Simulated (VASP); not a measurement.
Input of a VASP 6.6.1 run:

The input INCAR:

```
SYSTEM = WS2
ALGO     = Normal         ! electronic algorithm
EDIFF    = 1E-8           ! SCF threshold, eV
ENCUT    = 520            ! plane-wave cutoff, eV
GGA      = PE             ! functional
ISIF     = 2              ! what is computed and relaxed
ISMEAR   = -1             ! smearing method
LASPH    = .TRUE.         ! aspherical terms in the spheres
LCHARG   = .FALSE.        ! write CHGCAR
LEFG     = .TRUE.       
LREAL    = .FALSE.        ! projectors in reciprocal space
LWAVE    = .FALSE.        ! write WAVECAR
NBANDS   = 20             ! bands
NELM     = 80             ! most SCF steps
PREC     = Accurate       ! precision mode
SIGMA    = 0.05           ! smearing width, eV
```

KPOINTS

```
k-points
0
G
  10 10 10
  0 0 0
```

Contents of POSCAR:

```
WS2
1.0
    1.5790001700      0.9116361700      6.1633291500
   -1.5790001700      0.9116361700      6.1633291500
    0.0000000000     -1.8232723400      6.1633291500
W S
1 2
Direct
    0.0000000000      0.0000000000      0.0000000000
    0.7503000000      0.7503000000      0.7503000000
    0.5810000000      0.5810000000      0.5810000000
```

Potentials or basis: VASP PAW PBE potentials, release 64 (W_sv, S).

Command:

```console
$ cat potpaw_PBE.64/W_sv/POTCAR potpaw_PBE.64/S/POTCAR > POTCAR
$ mpirun -np 1 vasp_std > vasp.out
```

Estimate the band gap on the k mesh.

1.08 eV, indirect (least direct gap 2.24 eV).

Estimate the pressure.

4.5 GPa.

Estimate the largest force.

0.611 eV/Å.

Forces on the atoms (eV/Å):
```
W    0.000  0.000 -0.611
S    0.000  0.000  0.512
S    0.000  0.000  0.099
```

Caveat: without QUAD_EFG the Cq values of the log hold for a quadrupole moment of 1 mb, not for the nuclei; spin-orbit coupling is left out, which moves the levels of the heavy elements. A k mesh can miss the band edges.
